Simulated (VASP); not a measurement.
Write the native input for VASP 6.6.1 that does the following.

```yaml
Task: electric field gradients
Functional: PBEsol
Potentials_or_basis: VASP PAW PBE potentials, release 64 (Na_pv, Cl)
Cutoff: 400 eV
k_mesh: 8 × 8 × 8
Occupations: fermi-dirac, width 0.02 eV
Spin: no spin polarisation
Dipole_correction: no
Further_INCAR_settings: ALGO = Normal; EDIFF = 1e-08; NBANDS = 14
```

The structure of NaCl lies in POSCAR:

```
NaCl
1.0
    2.9160926721      0.0000000000      0.0000000000
    0.0000000000      2.9160926721      0.0000000000
    0.0000000000      0.0000000000      2.9160926721
Na Cl
1 1
Direct
    0.0000000000      0.0000000000      0.0000000000
    0.5000000000      0.5000000000      0.5000000000
```

This cell differs from its parent crystal: volume scaled by 1.06.

The input as run:

INCAR

```
SYSTEM = NaCl
ALGO = Normal ; EDIFF = 1E-8
ENCUT = 400 ; GGA = PS
GGA_COMPAT = .False. ; ISIF = 2
ISMEAR = -1 ; LASPH = .True.
LCHARG = .False. ; LEFG = .True.
LREAL = .False. ; LWAVE = .False.
NBANDS = 14 ; NELM = 120
PREC = Accurate ; SIGMA = 0.02
```

KPOINTS

```
k-points
0
Gamma
  8 8 8
  0 0 0
```

Potentials or basis: VASP PAW PBE potentials, release 64 (Na_pv, Cl).

Command:

```bash
$ cat potpaw_PBE.64/Na_pv/POTCAR potpaw_PBE.64/Cl/POTCAR > POTCAR
$ mpirun -np 1 vasp_std > vasp.out
```

It gave:

The pressure is 46.7 GPa. The band gap on the k mesh is 4.43 eV, direct.

Caveat: without QUAD_EFG the Cq values of the log hold for a quadrupole moment of 1 mb, not for the nuclei; the PAW data sets were made with another functional, which shifts forces and pressure a little.

Run time: 6.6 s on 1 thread of AMD EPYC 7R43 64-Core Processor (Zen 3) (shared host), peak memory 0.09 GiB.
